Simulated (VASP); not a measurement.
# H4WC16 in VASP: notebook

The runs below take H4WC16 through single point, with PBE.

All numbers are computed with VASP 6.6.1; they aren't measurements. Logs are shortened: lines on timing, memory, paths and dates and some standing lists are left out, and cuts for length are marked.

## (1) The cell of the first run

The cell holds a slab with vacuum, 21 atoms: a = 5.049 Å, b = 5.049 Å, c = 14.676 Å, α = 90.00°, β = 90.00°, γ = 60.00°.

## (2) Single point, PBE

Contents of INCAR:

```
SYSTEM = H4WC16
PREC     = Accurate       ! precision mode
ENCUT    = 520            ! plane-wave cutoff, eV
EDIFF    = 1E-6           ! SCF threshold, eV
ISMEAR   = 0              ! smearing method
SIGMA    = 0.02           ! smearing width, eV
LREAL    = Auto         
LASPH    = .True.         ! aspherical terms in the spheres
NELM     = 60             ! most SCF steps
ALGO     = Normal         ! electronic algorithm
ISIF     = 2              ! what is computed and relaxed
LWAVE    = .False.        ! write WAVECAR
LCHARG   = .False.        ! write CHGCAR
GGA      = PE             ! functional
NBANDS   = 57             ! bands
```

Contents of KPOINTS:

```
Automatic mesh
0
Gamma
  3 3 1
  0 0 0
```

Contents of POSCAR:

```
H4WC16
1.0
    5.0487420000      0.0000000000      0.0000000000
    2.5243710000      4.3723390000      0.0000000000
    0.0000000000      0.0000000000     14.6764260000
H C W
4 16 1
Direct
    0.1666667848      0.1666666285      0.0681364795
    0.6666667848      0.1666666285      0.0681364795
    0.1666666285      0.6666667429      0.0681364795
    0.6666666285      0.6666667429      0.0681364795
    0.1666667848      0.1666666285      0.1430866071
    0.6666667848      0.1666666285      0.1430866071
    0.1666666285      0.6666667429      0.1430866071
    0.6666666285      0.6666667429      0.1430866071
   -0.1666666285      0.3333332571      0.1781963129
    0.3333333715      0.3333332571      0.1781963129
   -0.1666667848      0.8333333715      0.1781963129
    0.3333332152      0.8333333715      0.1781963129
   -0.1659413510      0.3345847612      0.2873871336
    0.3313489967      0.3347025471      0.2873993301
   -0.1650876224      0.8305664314      0.2794620434
    0.3380768279      0.8237332467      0.2893849633
    0.0042152528      0.0002920634      0.3177868372
    0.4952931120      0.0004416400      0.3177955587
   -0.0054710968      0.5110493491      0.3189088406
    0.5058695497      0.4882951665      0.3190628291
    0.7966042485      0.9060461689      0.4224781292
```

Potentials or basis: VASP PAW PBE potentials, release 64 (H, C, W_sv).

The run is started by

```
$ cat potpaw_PBE.64/H/POTCAR potpaw_PBE.64/C/POTCAR potpaw_PBE.64/W_sv/POTCAR > POTCAR
$ mpirun -np 1 vasp_std > vasp.out
```

OUTCAR:

```text
SYSTEM = H4WC16
   PREC = Accurate
   ENCUT = 520
   EDIFF = 1E-6
   ISMEAR = 0
   LREAL = Auto
   LASPH = .True.
   NELM = 60
   ISIF = 2
   GGA = PE

 ion  position               nearest neighbor table
   1  0.167  0.167  0.068-   5 1.10
   2  0.667  0.167  0.068-   6 1.10
   3  0.167  0.667  0.068-   7 1.10
   4  0.667  0.667  0.068-   8 1.10
   5  0.167  0.167  0.143-   1 1.10  10 1.55  12 1.55   9 1.55
   6  0.667  0.167  0.143-   2 1.10   9 1.55  11 1.55  10 1.55
   7  0.167  0.667  0.143-   3 1.10  12 1.55  11 1.55  10 1.55
   8  0.667  0.667  0.143-   4 1.10  11 1.55  12 1.55   9 1.55
   9  0.833  0.333  0.178-   6 1.55   5 1.55   8 1.55  13 1.60
  10  0.333  0.333  0.178-   5 1.55   6 1.55   7 1.55  14 1.60
  11  0.833  0.833  0.178-  15 1.49   8 1.55   6 1.55   7 1.55
  12  0.333  0.833  0.178-   7 1.55   5 1.55   8 1.55  16 1.63
  13  0.834  0.335  0.287-  20 1.51  17 1.53  19 1.54   9 1.60
  14  0.331  0.335  0.287-  20 1.51  18 1.53  19 1.54  10 1.60
  15  0.835  0.831  0.279-  11 1.49  19 1.51  17 1.59  18 1.59  21 2.12
  16  0.338  0.824  0.289-  17 1.52  18 1.52  20 1.53  12 1.63
  17  0.004  0.000  0.318-  16 1.52  13 1.53  15 1.59  21 2.05
  18  0.495  0.000  0.318-  16 1.52  14 1.53  15 1.59  21 2.04
  19  0.995  0.511  0.319-  15 1.51  14 1.54  13 1.54  21 2.30
  20  0.506  0.488  0.319-  14 1.51  13 1.51  16 1.53
  21  0.797  0.906  0.422-  18 2.04  17 2.05  15 2.12  19 2.30

  LATTYP: Found a hexagonal cell.
 ALAT       =     5.0487421480
 C/A-ratio  =     2.9069470315

  Lattice vectors:

 A1 = (  -2.5243710000,  -4.3723390000,   0.0000000000)
 A2 = (   5.0487420000,   0.0000000000,   0.0000000000)
 A3 = (   0.0000000000,   0.0000000000,  14.6764260000)

Analysis of symmetry for initial positions (statically):
=====================================================================
 Subroutine PRICEL returns:
 Original cell was already a primitive cell.

 Routine SETGRP: Setting up the symmetry group for a
 hexagonal supercell.

 Subroutine GETGRP returns: Found  1 space group operations
 (whereof  1 operations were pure point group operations)
 out of a pool of 24 trial point group operations.

The static configuration has the point symmetry C_1 .

Analysis of symmetry for dynamics (positions and initial velocities):
=====================================================================
 Subroutine PRICEL returns:
 Original cell was already a primitive cell.

 Routine SETGRP: Setting up the symmetry group for a
 hexagonal supercell.

 Subroutine GETGRP returns: Found  1 space group operations
 (whereof  1 operations were pure point group operations)
[... 128 lines left out ...]
   POTIM  = 0.5000    time-step for ionic-motion
   TEBEG  =    0.0;   TEEND  =   0.0 temperature during run
   PSTRESS=    0.0 pullay stress
   NELECT =      82.0000    total number of electrons
   NUPDOWN=      -1.0000    fix difference up-down
   EMIN   =  10.00;   EMAX   =-10.00  energy-range for DOS
   EFERMI =   0.00;   METHOD = LEGACY
   ISMEAR =     0;   SIGMA  =   0.02  broadening in eV -4-tet -1-fermi 0-gaus
   EFERMI_NEDOS =   21; number of points for ismear=-14 and -15
   IALGO  =     38    algorithm
   IMIX   =      4    mixing-type and parameters
     AMIX     =   0.40;   BMIX     =  1.00
     AMIX_MAG =   1.60;   BMIX_MAG =  1.00
  volume/ion in A,a.u.               =      15.43       104.11
  Fermi-wavevector in a.u.,A,eV,Ry     =   1.035556  1.956917 14.590570  1.072377
  Thomas-Fermi vector in A             =   2.169905
   LORBIT       =      0    0 simple, 1 ext, 2 COOP (PROOUT), +10 PAW based schemes
   GGA     = PE    functional components
   LHFCALC =     F    Hartree Fock is set to
   AEXX    =    0.0000 exact exchange contribution
   IVDW    =     0    specifies the selected vdW correction
   LEPSILON=     F    determine dielectric tensor
   LRPA    =     F    only Hartree local field effects (RPA)
 non-spin polarized calculation
 Gauss-broadening in eV      SIGMA  =   0.02
  energy-cutoff  :      520.00
  volume of cell :      323.98
 maximum number of plane-waves:      8731
 NGX is ok and might be reduce to    40
   NGX = 19   NGY = 19   NGZ = 55

 number of electron      82.0000003 magnetization

 Free energy of the ion-electron system (eV)
  ---------------------------------------------------
  ext. energy  EPLUGINS =         0.00000000
  ---------------------------------------------------
  free energy    TOTEN  =      -162.99129366 eV

  energy without entropy =     -162.98668834  energy(sigma->0) =     -162.98899100

 E-fermi :   1.3592     XC(G=0):  -6.2644

 val. band max:        1.3488638475   @ k =   0.3333   0.0000   0.0000
 cond. band min:       1.4640076833   @ k =   0.0000   0.3333   0.0000
 fundamental gap:      0.1151438358
 Fermi energy:         1.3592071891

 k-point     1 :       0.0000    0.0000    0.0000
  band No.  band energies     occupation
      1     -73.2305      2.00000
      2     -37.9320      2.00000
      3     -37.3313      2.00000
      4     -37.2541      2.00000
      5     -19.2966      2.00000
      6     -16.6208      2.00000
[... 269 lines left out ...]
     52       7.0896      0.00000
     53       7.4866      0.00000
 [bands above 53 left out]

------------------------ aborting loop because EDIFF is reached ----------------------------------------

  FORCE on cell =-STRESS in cart. coord.  units (eV):
  Direction    XX          YY          ZZ          XY          YZ          ZX
  --------------------------------------------------------------------------------------
  -------------------------------------------------------------------------------------
  Total        1.0187661     -6.1991872     -1.2394355     -0.0367954     -1.4061478      0.0149654
  in kB        5.0381115    -30.6568848     -6.1293892     -0.1819644     -6.9538325      0.0740084
  external PRESSURE =     -10.5827209 kB  Pullay stress =       0.0000000 kB

 VOLUME and BASIS-vectors are now :
 -----------------------------------------------------------------------------
  energy-cutoff  :      520.00
  volume of cell :      323.98
      direct lattice vectors                 reciprocal lattice vectors
     5.048742000  0.000000000  0.000000000     0.198069143 -0.114355268  0.000000000
     2.524371000  4.372339000  0.000000000     0.000000000  0.228710537  0.000000000
     0.000000000  0.000000000 14.676426000     0.000000000  0.000000000  0.068136480

 POSITION                                       TOTAL-FORCE (eV/Angst)
 -----------------------------------------------------------------------------------
      1.26219      0.72872      1.00000         0.000475     -0.057098     -0.255289
      3.78656      0.72872      1.00000        -0.000116     -0.024785     -0.178310
      2.52437      2.91489      1.00000        -0.064962      0.044329     -0.184607
      5.04874      2.91489      1.00000         0.064443      0.044320     -0.184384
      1.26219      0.72872      2.10000        -0.000162     -0.005010      1.420713
      3.78656      0.72872      2.10000         0.000260      0.205742      1.275127
[... 13 lines left out ...]
      3.78664      2.13499      4.68270         0.009970      0.072538     -0.015132
      6.30905      3.96154      6.20047         0.003005     -0.499692      0.118306
 -----------------------------------------------------------------------------------
    total drift:                                0.001132      0.005556     -0.018776

  FREE ENERGIE OF THE ION-ELECTRON SYSTEM (eV)
  ---------------------------------------------------
  free  energy   TOTEN  =      -162.9912936561 eV

  energy  without entropy=     -162.9866883390  energy(sigma->0) =     -162.98899100
```

OSZICAR:

```text
N       E                     dE             d eps       ncg     rms          rms(c)
DAV:   1     0.586581820371E+03    0.58658E+03   -0.40036E+04   618   0.127E+03
DAV:   2    -0.113660748831E+03   -0.70024E+03   -0.66171E+03   759   0.307E+02
DAV:   3    -0.176818893950E+03   -0.63158E+02   -0.62439E+02   699   0.928E+01
[... 13 lines left out ...]
DAV:  17    -0.162990742292E+03   -0.88714E-03   -0.29895E-04   644   0.582E-02    0.206E-02
DAV:  18    -0.162991149293E+03   -0.40700E-03   -0.10759E-04   636   0.336E-02    0.914E-03
DAV:  19    -0.162991290385E+03   -0.14109E-03   -0.41635E-05   604   0.179E-02    0.847E-03
DAV:  20    -0.162991293415E+03   -0.30299E-05   -0.65329E-06   500   0.107E-02    0.231E-03
DAV:  21    -0.162991293656E+03   -0.24141E-06   -0.19171E-06   484   0.522E-03
   1 F= -.16299129E+03 E0= -.16298899E+03  d E =-.460532E-02
```

Run time: 3.6 min. Hardware: 1 thread of Intel Xeon Platinum 8375C at 2.90GHz (Ice Lake), shared host; peak memory 0.44 GiB.

What came out:

```yaml
Free_energy: -162.9913 eV
Largest_force: 2.444 eV/Å
Band_gap_on_the_k_mesh: zero (band 41 reaches 1.35 eV, above the bottom of band 42 at 1.34 eV)
```

Forces on the atoms (eV/Å):
```
H    0.000 -0.057 -0.255
H    0.000 -0.025 -0.178
H   -0.065  0.044 -0.185
H    0.064  0.044 -0.184
C    0.000 -0.005  1.421
C    0.000  0.206  1.275
C    0.221 -0.143  1.287
C   -0.220 -0.142  1.292
C    0.250  0.111 -0.795
C   -0.247  0.116 -0.796
C   -0.004  0.432 -2.405
C   -0.002 -0.281 -0.598
C    0.009  0.042  0.037
C   -0.012  0.026  0.034
C   -0.022  0.020 -0.030
C    0.013  0.027 -0.046
C    0.000  0.013  0.005
C    0.003  0.009 -0.002
C   -0.002 -0.011  0.021
C    0.010  0.073 -0.015
W    0.003 -0.500  0.118
```

Caveat: the k points lie up to 0.48 Å⁻¹ apart; spin-orbit coupling is left out, which moves the levels of the heavy elements.

## (3) Single point, PBE

Contents of INCAR:

```
PREC = Accurate ; ENCUT = 520
EDIFF = 1E-7 ; ISMEAR = 0
SIGMA = 0.02 ; LREAL = Auto
LASPH = T ; NELM = 100
ALGO = Normal ; ISIF = 2
LWAVE = F ; LCHARG = T
GGA = PE ; LELF = T
LVHAR = T ; NBANDS = 57
```

Contents of KPOINTS:

```
regular mesh
0
Gamma
  3 3 1
```

Contents of POSCAR:

```
H4WC16
1.0
    5.0487420000      0.0000000000      0.0000000000
    2.5243710000      4.3723390000      0.0000000000
    0.0000000000      0.0000000000     14.6764260000
H C W
4 16 1
Direct
    0.1666667848      0.1666666285      0.0681364795
    0.6666667848      0.1666666285      0.0681364795
    0.1666666285      0.6666667429      0.0681364795
    0.6666666285      0.6666667429      0.0681364795
    0.1666667848      0.1666666285      0.1430866071
    0.6666667848      0.1666666285      0.1430866071
    0.1666666285      0.6666667429      0.1430866071
    0.6666666285      0.6666667429      0.1430866071
   -0.1666666285      0.3333332571      0.1781963129
    0.3333333715      0.3333332571      0.1781963129
   -0.1666667848      0.8333333715      0.1781963129
    0.3333334133      0.8333333715      0.1781963129
   -0.1625992888      0.3308689011      0.2853821496
    0.3315645907      0.3309045799      0.2853814682
   -0.1619727893      0.8236534267      0.2813562375
    0.3411588637      0.8176484028      0.2917719886
    0.0072262684     -0.0021350129      0.3171484665
    0.4948312144     -0.0020080785      0.3171477170
   -0.0028785349      0.5055801940      0.3164747330
    0.5123300888      0.4751680965      0.3211170076
    0.7517435853      0.9964639064      0.4222027897
```

Potentials or basis: VASP PAW PBE potentials, release 64 (H, C, W_sv).

The run is started by

```
$ cat potpaw_PBE.64/H/POTCAR potpaw_PBE.64/C/POTCAR potpaw_PBE.64/W_sv/POTCAR > POTCAR
$ mpirun -np 1 vasp_std > vasp.out
```

It took 3.7 min on 1 thread of Intel Xeon Platinum 8375C at 2.90GHz (Ice Lake), shared host; peak memory 0.44 GiB.

It converged, with:

```
Free energy            : -162.8293 eV
Largest force          : 2.056 eV/Å
Band gap on the k mesh : 0.03 eV, direct
```

Forces in eV/Å, atoms in the order of the input:
```
H    0.000 -0.092 -0.241
H    0.000 -0.020 -0.194
H   -0.057  0.047 -0.197
H    0.057  0.046 -0.198
C    0.000 -0.005  1.421
C    0.000  0.150  1.185
C    0.213 -0.097  1.349
C   -0.213 -0.097  1.347
C    0.201  0.046 -1.135
C   -0.205  0.048 -1.136
C   -0.001  0.560 -1.978
C    0.000 -0.594 -0.344
C    0.005  0.009 -0.018
C   -0.002  0.014 -0.022
C    0.016  0.022 -0.016
C   -0.001 -0.032 -0.025
C    0.013  0.025 -0.005
C   -0.033  0.010 -0.009
C   -0.003 -0.038  0.048
C    0.006  0.012  0.022
W    0.006 -0.014  0.146
```

Levels at points of the mesh, in eV from the valence-band top:
```
           k point  band 38  band 39  band 40  band 41  band 42  band 43  band 44  band 45
(0.00, 0.00, 0.00)    -1.36    -1.27    -1.17     0.00     0.03     0.51     1.15     2.13
```

Caveat: the k points lie up to 0.48 Å⁻¹ apart; spin-orbit coupling is left out, which moves the levels of the heavy elements.

## (4) Single point, PBE

Contents of INCAR:

```
  PREC = Accurate
  ENCUT = 520
  EDIFF = 1E-6
  ISMEAR = 0
  SIGMA = 0.02
  LREAL = Auto
  LASPH = True
  NELM = 100
  ALGO = Normal
  ISIF = 2
  LWAVE = False
  LCHARG = False
  GGA = PE
  NBANDS = 57
```

Contents of KPOINTS:

```
Automatic mesh
0
Gamma
  3 3 1
```

Contents of POSCAR:

```
H4WC16
1.0
    5.0487420000      0.0000000000      0.0000000000
    2.5243710000      4.3723390000      0.0000000000
    0.0000000000      0.0000000000     14.6764260000
H C W
4 16 1
Direct
    0.1666667848      0.1666666285      0.0681364795
    0.6666667848      0.1666666285      0.0681364795
    0.1666666285      0.6666667429      0.0681364795
    0.6666666285      0.6666667429      0.0681364795
    0.1666667848      0.1666666285      0.1430866071
    0.6666667848      0.1666666285      0.1430866071
    0.1666666285      0.6666667429      0.1430866071
    0.6666666285      0.6666667429      0.1430866071
   -0.1666666285      0.3333332571      0.1781963129
    0.3333333715      0.3333332571      0.1781963129
   -0.1666665867      0.8333333715      0.1781963129
    0.3333334133      0.8333333715      0.1781963129
   -0.1607056573      0.3301505213      0.2838968425
    0.3304801023      0.3301603558      0.2838940489
   -0.1609741515      0.8218930417      0.2836625211
    0.3409302093      0.8182217802      0.2930448462
    0.0066489666     -0.0034562736      0.3176142475
    0.4967645857     -0.0033137870      0.3176362556
    0.0005660021      0.4988044157      0.3140941126
    0.5123269908      0.4751818192      0.3212161462
    0.7082162444      1.0838624361      0.4199486305
```

The run is started by

```
$ cat potpaw_PBE.64/H/POTCAR potpaw_PBE.64/C/POTCAR potpaw_PBE.64/W_sv/POTCAR > POTCAR
$ mpirun -np 1 vasp_std > vasp.out
```

Wall time 3.2 min (1 thread of Intel Xeon Platinum 8375C at 2.90GHz (Ice Lake), shared host); peak memory 0.44 GiB.

Results (log left out):

* Free energy: -162.9722 eV
* Largest force: 1.595 eV/Å
* Band gap on the k mesh: 0.04 eV, direct

Forces on the atoms (eV/Å):
```
H    0.000 -0.087 -0.219
H    0.000 -0.025 -0.206
H   -0.034  0.035 -0.190
H    0.034  0.034 -0.190
C    0.000 -0.031  1.400
C    0.000  0.095  1.075
C    0.174 -0.027  1.439
C   -0.174 -0.027  1.438
C    0.037 -0.132 -1.458
C   -0.041 -0.131 -1.459
C   -0.001  0.469 -1.525
C    0.003 -0.585 -0.145
C    0.019  0.006 -0.044
C   -0.018  0.009 -0.047
C    0.002 -0.016  0.042
C   -0.005  0.003 -0.002
C    0.008 -0.043  0.016
C   -0.008 -0.054  0.013
C   -0.003 -0.066 -0.022
C    0.009  0.033  0.027
W   -0.001  0.539  0.057
```

Levels at points of the mesh, in eV from the valence-band top:
| k point | band 38 | band 39 | band 40 | band 41 | band 42 | band 43 | band 44 | band 45 |
| --- | --- | --- | --- | --- | --- | --- | --- | --- |
| (0.00, 0.00, 0.00) | -1.47 | -1.43 | -1.40 | 0.00 | 0.04 | 0.38 | 1.09 | 2.20 |

Caveat: the k points lie up to 0.48 Å⁻¹ apart; spin-orbit coupling is left out, which moves the levels of the heavy elements.
